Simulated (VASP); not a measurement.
# Al4NiPd3 (P4/mmm) in VASP: relaxation of shape and atoms at fixed volume with PBE

Aim: the relaxation of shape and atoms at fixed volume of Al4NiPd3 with PBE.

Program: VASP 6.6.1. These are calculated values, not measurements. Logs are shortened: lines on timing, memory, paths and dates and some standing lists are left out, and cuts for length are marked.

### 1 The cell of the first run

It takes space group P4/mmm (No. 123, tetragonal). Conventional cell: a = 4.189 Å, b = 4.189 Å, c = 5.994 Å, α = 90.00°, β = 90.00°, γ = 90.00°. Al (site symmetry 2mm) has 2 Ni at 2.54 Å and 6 Pd at 2.54 to 2.61 Å and 6 Al at 2.89 to 3.11 Å within 3.4 Å. Within 3.4 Å of Ni (site symmetry 4/mmm) lie 8 Al at 2.54 Å and 6 Pd at 2.96 to 3.00 Å. Within 3.4 Å of Pd (site symmetry 4/mmm) lie 8 Al at 2.54 Å and 4 Ni at 2.96 Å and 2 Pd at 3.00 Å. Within 3.4 Å of Pd (site symmetry 4/mmm) lie 8 Al at 2.61 Å and 6 Pd at 2.96 to 3.00 Å. Within 3.4 Å of Pd (site symmetry 4/mmm) lie 8 Al at 2.61 Å and 4 Pd at 2.96 Å and 2 Ni at 3.00 Å.

### 2 Relaxation of shape and atoms at fixed volume, PBE (13.15 Å³/atom)

File INCAR:

```
ALGO = Fast
EDIFF = 1E-6
EDIFFG = -0.01
ENCUT = 600
GGA = PE
IBRION = 2
ISIF = 4
ISMEAR = 0
LASPH = True
LCHARG = False
LREAL = False
LWAVE = False
NELM = 80
NSW = 50
PREC = Accurate
SIGMA = 0.1
```

File KPOINTS:

```
k-points
0
Gamma
  10 10 6
```

File POSCAR:

```
Al4NiPd3
1.0
    4.1894341150      0.0000000000      0.0000000000
    0.0000000000      4.1894341150      0.0000000000
    0.0000000000      0.0000000000      5.9944919683
Al Ni Pd
4 1 3
Direct
    0.5000000000      0.0000000000      0.7590980000
    0.0000000000      0.5000000000      0.7590980000
    0.5000000000      0.0000000000      0.2409020000
    0.0000000000      0.5000000000      0.2409020000
    0.5000000000      0.5000000000      0.0000000000
    0.0000000000      0.0000000000      0.0000000000
    0.0000000000      0.0000000000      0.5000000000
    0.5000000000      0.5000000000      0.5000000000
```

Potentials or basis: VASP PAW PBE potentials, release 64 (Al, Ni, Pd).

On the command line:

```
$ cat potpaw_PBE.64/Al/POTCAR potpaw_PBE.64/Ni/POTCAR potpaw_PBE.64/Pd/POTCAR > POTCAR
$ mpirun -np 1 vasp_std > vasp.out
```

OUTCAR:

```text
EDIFF = 1E-6
   EDIFFG = -0.01
   ENCUT = 600
   GGA = PE
   IBRION = 2
   ISIF = 4
   ISMEAR = 0
   LASPH = True
   LREAL = False
   NELM = 80
   NSW = 50
   PREC = Accurate

 ion  position               nearest neighbor table
   1  0.500  0.000  0.759-   5 2.54   6 2.54   5 2.54   6 2.54   7 2.61   8 2.61   8 2.61   7 2.61
                             3 2.89   2 2.96   2 2.96   2 2.96   2 2.96   3 3.11
   2  0.000  0.500  0.759-   5 2.54   6 2.54   6 2.54   5 2.54   7 2.61   7 2.61   8 2.61   8 2.61
                             4 2.89   1 2.96   1 2.96   1 2.96   1 2.96   4 3.11
   3  0.500  0.000  0.241-   5 2.54   6 2.54   5 2.54   6 2.54   7 2.61   8 2.61   8 2.61   7 2.61
                             1 2.89   4 2.96   4 2.96   4 2.96   4 2.96   1 3.11
   4  0.000  0.500  0.241-   5 2.54   6 2.54   6 2.54   5 2.54   7 2.61   7 2.61   8 2.61   8 2.61
                             2 2.89   3 2.96   3 2.96   3 2.96   3 2.96   2 3.11
   5  0.500  0.500  0.000-   1 2.54   2 2.54   3 2.54   4 2.54   1 2.54   3 2.54   2 2.54   4 2.54
                             6 2.96   6 2.96   6 2.96   6 2.96   8 3.00   8 3.00
   6  0.000  0.000  0.000-   1 2.54   2 2.54   3 2.54   4 2.54   2 2.54   4 2.54   1 2.54   3 2.54
                             5 2.96   5 2.96   5 2.96   5 2.96   7 3.00   7 3.00
   7  0.000  0.000  0.500-   1 2.61   2 2.61   3 2.61   4 2.61   2 2.61   4 2.61   1 2.61   3 2.61
                             8 2.96   8 2.96   8 2.96   8 2.96   6 3.00   6 3.00
   8  0.500  0.500  0.500-   1 2.61   2 2.61   3 2.61   4 2.61   1 2.61   3 2.61   2 2.61   4 2.61
                             7 2.96   7 2.96   7 2.96   7 2.96   5 3.00   5 3.00

  LATTYP: Found a simple tetragonal cell.
 ALAT       =     4.1894341150
 C/A-ratio  =     1.4308595872

  Lattice vectors:

 A1 = (   4.1894341150,   0.0000000000,   0.0000000000)
 A2 = (   0.0000000000,   4.1894341150,   0.0000000000)
 A3 = (   0.0000000000,   0.0000000000,   5.9944919683)

Analysis of symmetry for initial positions (statically):
=====================================================================
 Subroutine PRICEL returns:
 Original cell was already a primitive cell.

 Routine SETGRP: Setting up the symmetry group for a
 simple tetragonal supercell.

 Subroutine GETGRP returns: Found 16 space group operations
 (whereof 16 operations were pure point group operations)
 out of a pool of 16 trial point group operations.

The static configuration has the point symmetry D_4h.

Analysis of symmetry for dynamics (positions and initial velocities):
=====================================================================
 Subroutine PRICEL returns:
 Original cell was already a primitive cell.

 Routine SETGRP: Setting up the symmetry group for a
 simple tetragonal supercell.

 Subroutine GETGRP returns: Found 16 space group operations
 (whereof 16 operations were pure point group operations)
 out of a pool of 16 trial point group operations.

The dynamic configuration has the point symmetry D_4h.

 Subroutine INISYM returns: Found 16 space group operations
 (whereof 16 operations are pure point group operations),
 and found     1 'primitive' translations

----------------------------------------------------------------------------------------

                                     Primitive cell

  volume of cell :     105.2115

  direct lattice vectors                    reciprocal lattice vectors
     4.189434115  0.000000000  0.000000000     0.238695722  0.000000000  0.000000000
     0.000000000  4.189434115  0.000000000     0.000000000  0.238695722  0.000000000
     0.000000000  0.000000000  5.994491968     0.000000000  0.000000000  0.166819808

  length of vectors
     4.189434115  4.189434115  5.994491968     0.238695722  0.238695722  0.166819808

  position of ions in fractional coordinates (direct lattice)
     0.500000000  0.000000000  0.759098000
     0.000000000  0.500000000  0.759098000
     0.500000000  0.000000000  0.240902000
     0.000000000  0.500000000  0.240902000
     0.500000000  0.500000000  0.000000000
     0.000000000  0.000000000  0.000000000
     0.000000000  0.000000000  0.500000000
     0.500000000  0.500000000  0.500000000

  ion indices of the primitive-cell ions
   primitive index   ion index
                 1           1
                 2           2
                 3           3
                 4           4
                 5           5
                 6           6
                 7           7
                 8           8

----------------------------------------------------------------------------------------

 KPOINTS: k-points

Automatic generation of k-mesh.
 Grid dimensions read from file:
 generate k-points for:   10   10    6

 Generating k-lattice:

  Cartesian coordinates                     Fractional coordinates (reciprocal lattice)
     0.023869572  0.000000000  0.000000000     0.100000000  0.000000000  0.000000000
     0.000000000  0.023869572  0.000000000     0.000000000  0.100000000  0.000000000
     0.000000000  0.000000000  0.027803301     0.000000000  0.000000000  0.166666667

  Length of vectors
     0.023869572  0.023869572  0.027803301

  Shift w.r.t. Gamma in fractional coordinates (k-lattice)
     0.000000000  0.000000000  0.000000000

 Subroutine IBZKPT returns following result:
 ===========================================

 Found     84 irreducible k-points:

 Following reciprocal coordinates:
            Coordinates               Weight
  0.000000  0.000000  0.000000      1.000000
  0.100000  0.000000  0.000000      4.000000
  0.200000  0.000000  0.000000      4.000000
  0.300000  0.000000  0.000000      4.000000
  0.400000  0.000000  0.000000      4.000000
  0.500000  0.000000  0.000000      2.000000
[... 16 lines left out ...]
  0.100000  0.000000  0.166667      8.000000
  0.200000  0.000000  0.166667      8.000000
 [... further k-points ...]
   k-points           NKPTS =     84   k-points in BZ     NKDIM =     84   number of bands    NBANDS=     31
   number of dos      NEDOS =    301   number of ions     NIONS =      8
   total plane-waves  NPLWV =  62208
   dimension x,y,z NGX =    36 NGY =   36 NGZ =   48
   dimension x,y,z NGXF=    72 NGYF=   72 NGZF=   96
   ions per type =               4   1   3
   NGX,Y,Z   is equivalent  to a cutoff of  14.29, 14.29, 13.31 a.u.
   NGXF,Y,Z  is equivalent  to a cutoff of  28.57, 28.57, 26.62 a.u.
 SYSTEM =  unknown system
   PREC   = accura    normal or accurate (medium, high low for compatibility)
   ISTART =      0    job   : 0-new  1-cont  2-samecut
   ICHARG =      2    charge: 1-file 2-atom 10-const
   ISPIN  =      1    spin polarized calculation?
   LNONCOLLINEAR =      F non collinear calculations
   LSORBIT =      F    spin-orbit coupling
   LASPH  =      T    aspherical Exc in radial PAW
   ENCUT  =  600.0 eV  44.10 Ry    6.64 a.u.   8.37  8.37 11.97*2*pi/ulx,y,z
   NELM   =     80;   NELMIN=  2; NELMDL= -5     # of ELM steps
   EDIFF  = 0.1E-05   stopping-criterion for ELM
   LREAL  =      F    real-space projection
   EDIFFG = -.1E-01   stopping-criterion for IOM
   NSW    =     50    number of steps for IOM
   IBRION =      2    ionic relax: 0-MD 1-quasi-New 2-CG
   NFREE  =      1    steps in history (QN), initial steepest desc. (CG)
   ISIF   =      4    stress and relaxation
   ISYM   =      2    0-nonsym 1-usesym 2-fastsym
   POTIM  = 0.5000    time-step for ionic-motion
   TEBEG  =    0.0;   TEEND  =   0.0 temperature during run
   PSTRESS=    0.0 pullay stress
   NELECT =      52.0000    total number of electrons
   NUPDOWN=      -1.0000    fix difference up-down
   EMIN   =  10.00;   EMAX   =-10.00  energy-range for DOS
   EFERMI =   0.00;   METHOD = LEGACY
   ISMEAR =     0;   SIGMA  =   0.10  broadening in eV -4-tet -1-fermi 0-gaus
   EFERMI_NEDOS =   21; number of points for ismear=-14 and -15
   IALGO  =     68    algorithm
   IMIX   =      4    mixing-type and parameters
     AMIX     =   0.40;   BMIX     =  1.00
     AMIX_MAG =   1.60;   BMIX_MAG =  1.00
  volume/ion in A,a.u.               =      13.15        88.75
  Fermi-wavevector in a.u.,A,eV,Ry     =   1.294359  2.445985 22.794744  1.675366
  Thomas-Fermi vector in A             =   2.425947
   LORBIT       =      0    0 simple, 1 ext, 2 COOP (PROOUT), +10 PAW based schemes
   GGA     = PE    functional components
   LHFCALC =     F    Hartree Fock is set to
   AEXX    =    0.0000 exact exchange contribution
   IVDW    =     0    specifies the selected vdW correction
   LEPSILON=     F    determine dielectric tensor
   LRPA    =     F    only Hartree local field effects (RPA)
 conjugate gradient relaxation of ions
 non-spin polarized calculation
 RMM-DIIS sequential band-by-band and
 Gauss-broadening in eV      SIGMA  =   0.10
  energy-cutoff  :      600.00
  volume of cell :      105.21
 maximum number of plane-waves:      3547
 NGX is ok and might be reduce to    36
   NGX = 17   NGY = 17   NGZ = 23

 number of electron      51.9999996 magnetization

 Free energy of the ion-electron system (eV)
  ---------------------------------------------------
  ext. energy  EPLUGINS =         0.00000000
  ---------------------------------------------------
  free energy    TOTEN  =       -42.22311003 eV

  energy without entropy =      -42.20767179  energy(sigma->0) =      -42.21539091

 E-fermi :  11.0367     XC(G=0): -12.2563

 val. band max:       11.0315107419   @ k =   0.2000   0.2000   0.3333
 cond. band min:      11.0410474226   @ k =   0.3000   0.3000   0.3333
 fundamental gap:      0.0095366807
 Fermi energy:        11.0367118738

 k-point     1 :       0.0000    0.0000    0.0000
  band No.  band energies     occupation
      1       0.0227      2.00000
      2       3.7962      2.00000
      3       3.9128      2.00000
      4       4.0493      2.00000
      5       4.9962      2.00000
      6       4.9962      2.00000
[... 23 lines left out ...]
     30      13.3078      0.00000
     31      13.8841      0.00000
[... 751 lines left out ...]
      1       0.5081      2.00000
      2       3.1408      2.00000
      3       3.9466      2.00000
      4       4.7136      2.00000
      5       5.0240      2.00000
      6       5.2185      2.00000
[... 23 lines left out ...]
     30      13.7673      0.00000
     31      14.9748      0.00000

 [... further k-points ...]

------------------------ aborting loop because EDIFF is reached ----------------------------------------

  FORCE on cell =-STRESS in cart. coord.  units (eV):
  Direction    XX          YY          ZZ          XY          YZ          ZX
  --------------------------------------------------------------------------------------
  -------------------------------------------------------------------------------------
  Total        7.2312863      7.2312863      7.2444159      0.0000000      0.0000000     -0.0000000
  in kB      110.1191953    110.1191953    110.3191344      0.0000000      0.0000000     -0.0000000
  external PRESSURE =     110.1858417 kB  Pullay stress =       0.0000000 kB

 VOLUME and BASIS-vectors are now :
 -----------------------------------------------------------------------------
  energy-cutoff  :      600.00
  volume of cell :      105.21
      direct lattice vectors                 reciprocal lattice vectors
     4.189434115  0.000000000  0.000000000     0.238695722  0.000000000  0.000000000
     0.000000000  4.189434115  0.000000000     0.000000000  0.238695722  0.000000000
     0.000000000  0.000000000  5.994491968     0.000000000  0.000000000  0.166819808

 POSITION                                       TOTAL-FORCE (eV/Angst)
 -----------------------------------------------------------------------------------
      2.09472      0.00000      4.55041        -0.000000     -0.000000      0.007458
      0.00000      2.09472      4.55041        -0.000000      0.000000      0.007458
      2.09472      0.00000      1.44409         0.000000     -0.000000     -0.007458
      0.00000      2.09472      1.44409        -0.000000      0.000000     -0.007458
      2.09472      2.09472      0.00000        -0.000000     -0.000000      0.000000
      0.00000      0.00000      0.00000        -0.000000     -0.000000      0.000000
      0.00000      0.00000      2.99725        -0.000000     -0.000000      0.000000
      2.09472      2.09472      2.99725        -0.000000     -0.000000      0.000000
 -----------------------------------------------------------------------------------
    total drift:                                0.000000      0.000000      0.000000

  FREE ENERGIE OF THE ION-ELECTRON SYSTEM (eV)
  ---------------------------------------------------
  free  energy   TOTEN  =       -42.2231100347 eV

  energy  without entropy=      -42.2076717884  energy(sigma->0) =      -42.21539091

 reached required accuracy - stopping structural energy minimisation
```

Wall time 2.4 min (1 thread of Intel Xeon 6975P-C (Granite Rapids), shared host); peak memory 0.47 GiB.

What came out:

| Property | Result |
| --- | --- |
| Free energy | -42.2231 eV |
| Pressure after relaxing | 11.0 GPa |
| Largest force after relaxing | 0.007 eV/Å |
| Band gap on the k mesh | zero (bands 26 and 27 overlap by 3.25 eV) |

Forces on the atoms (eV/Å):
```
Al   0.000  0.000  0.007
Al   0.000  0.000  0.007
Al   0.000  0.000 -0.007
Al   0.000  0.000 -0.007
Ni   0.000  0.000  0.000
Pd   0.000  0.000  0.000
Pd   0.000  0.000  0.000
Pd   0.000  0.000  0.000
```

Final structure:
```
Al Ni Pd
1.0
     4.18943    0.00000    0.00000
     0.00000    4.18943    0.00000
     0.00000    0.00000    5.99449
Al Ni Pd
4 1 3
Direct
  0.50000 0.00000 0.75910
  0.00000 0.50000 0.75910
  0.50000 0.00000 0.24090
  0.00000 0.50000 0.24090
  0.50000 0.50000 0.00000
  0.00000 0.00000 0.00000
  0.00000 0.00000 0.50000
  0.50000 0.50000 0.50000
```

Caveat: the relaxation stopped at its first step, so nothing moved. Spin polarisation is off, so any magnetic state and its effect on volume and gap are missing.
